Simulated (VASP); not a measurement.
# Cu: single point with r2SCAN

Cu:

```
Cu
1.0
    -1.44279    1.44279    1.41736
     1.44279   -1.44279    1.41736
     1.44279    1.44279   -1.41736
Cu
1
Direct
  0.00000 0.00000 0.00000
```

This cell differs from its parent crystal: strain +0.000 along x and y, +0.030 along z.

```yaml
Program: VASP 6.6.1
Task: single point
Functional: r2SCAN
Potentials_or_basis: VASP PAW PBE potentials, release 64 (Cu)
Cutoff: 520 eV
k_mesh: 24 × 24 × 24
Occupations: gaussian, width 0.15 eV
Spin: no spin polarisation
```

```yaml
Pressure: -3.5 GPa
```

Stress tensor (GPa, compression positive):
```
-3.43  0.00  0.00
 0.00 -3.43  0.00
 0.00  0.00 -3.53
```

Levels at points of the mesh, in eV from the Fermi level:
```
           k point  band 2  band 3  band 4  band 5  band 6  band 7  band 8  band 9  band 10  band 11
(0.00, 0.00, 0.00)   -3.26   -3.19   -3.19   -2.24   -2.17   25.90   25.90   26.34    29.72    29.72
(0.50, 0.00, 0.00)   -3.97   -2.22   -2.07   -1.44   -0.56    4.66   18.12   18.31    22.00    25.11
(0.50, 0.50, 0.00)   -3.88   -2.29   -2.11   -1.45   -0.70    4.46   18.59   18.84    22.45    25.53
(0.50, 0.50, 0.50)   -4.80   -1.62   -1.62   -1.60    8.43    8.43    9.14   13.79    14.12    16.85
```

Wall time 4.3 min on 1 thread of Intel(R) Xeon(R) Platinum 8559C (Emerald Rapids) (shared host), peak memory 0.24 GiB.

Caveat: the cell differs from its parent crystal (strain +0.000 along x and y, +0.030 along z); the PAW data sets were made with another functional, which shifts forces and pressure a little.
